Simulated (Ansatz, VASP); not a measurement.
I in VASP and in Ansatz

Contents of INCAR:

```
ALGO = Normal
EDIFF = 1E-7
EDIFFG = -0.02
ENCUT = 600
GGA = PS
IBRION = 2
ISIF = 3
ISMEAR = -1
IVDW = 12
LASPH = True
LCHARG = False
LREAL = False
LWAVE = False
NELM = 100
NSW = 80
PREC = Accurate
SIGMA = 0.05
```

Contents of KPOINTS:

```
k-points
0
Gamma
  9 9 9
```

Contents of POSCAR:

```
I
1.0
    0.0000000000      2.3656004428      3.9098401324
    2.1922454667      0.0000000000      3.9098401324
    2.1922454667      2.3656004428      0.0000000000
I
1
Direct
    0.0000000000      0.0000000000      0.0000000000
```

File input.yaml:

```yaml
crystal:
  lattice:
    - [0.0, 2.3656004428, 3.9098401324]
    - [2.1922454667, 0.0, 3.9098401324]
    - [2.1922454667, 2.3656004428, 0.0]
  atoms:
    - { symbol: I, position: [0.0, 0.0, 0.0] }
kpoints:
  mp_grid: { grid: [9, 9, 9] }
scf:
  occupations: { method: fermi_dirac, width: 0.05 }
hamiltonian:
  xc: pbesol
  dispersion: d3bj
  pseudopotentials: { kind: all_electron, lapw: { basis_error: 0.001 } }
output:
  forces: true
  stress: true
relax:
  f_tol: 0.02
  max_steps: 60
  cell: {}
```

Alike in both runs: task relaxation of cell and atoms; functional PBEsol; dispersion D3(BJ); k mesh 9 × 9 × 9; occupations fermi-dirac, width 0.05 eV; no spin polarisation.

```csv
,VASP,Ansatz
version,VASP 6.6.1,Ansatz 0.2.0
potentials or method,"VASP PAW PBE potentials, release 64 (I), cutoff 600 eV","all-electron LAPW, scalar-relativistic"
```

|  | VASP | Ansatz | Ansatz less VASP |
| --- | --- | --- | --- |
| relaxed volume (Å³/atom) | 33.90 | 33.80 | -0.104 |
| relaxed cell length with the largest relative difference (Å) | 4.092 | 4.084 | -0.0082 |

VASP's potentials were made for PBE, not for PBEsol. Ansatz ran all-electron here, and VASP with PAW potentials.

Spin-orbit coupling is off throughout. Noted on VASP's run: the volume moved by over 15 % at a fixed basis, so the end points are rough. Noted on Ansatz's run: the volume moved by over 15 % at a fixed basis, so the end points are rough.
